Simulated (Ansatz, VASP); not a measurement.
One calculation of Pt, two programs

```
CELL_PARAMETERS angstrom
0.00000 1.94743 1.94743
1.94743 0.00000 1.94743
1.94743 1.94743 0.00000
ATOMIC_POSITIONS crystal
Pt 0.00000 0.00000 0.00000
```

Alike in both runs: functional LDA; k mesh 14 × 14 × 14; occupations fermi-dirac, width 0.1 eV; no spin polarisation.

Ansatz relaxed the structure, and its values are those at the end. VASP's run is a single point on that final structure, the one shown.

|  | VASP | Ansatz |
| --- | --- | --- |
| version | VASP 6.6.1 | Ansatz 0.2.0 |
| potentials or method | VASP PAW LDA potentials, release 64 (Pt), cutoff 520 eV | plane waves (420 eV) with PAW, scalar-relativistic |
| valence electrons in the cell | 10 | 18 |

```csv
,VASP,Ansatz,Ansatz less VASP
pressure (GPa),0.8,0.0,-0.76
```

Ansatz warns that its potentials were made for another functional, while VASP's fit it. LDA's correlation is that of Perdew and Zunger in VASP and of Perdew and Wang (1992) in Ansatz. VASP's potentials hold 10 valence electrons a cell and Ansatz's 18, so a difference there can come from the potentials and not from the codes.

Neither program's run includes spin-orbit coupling.
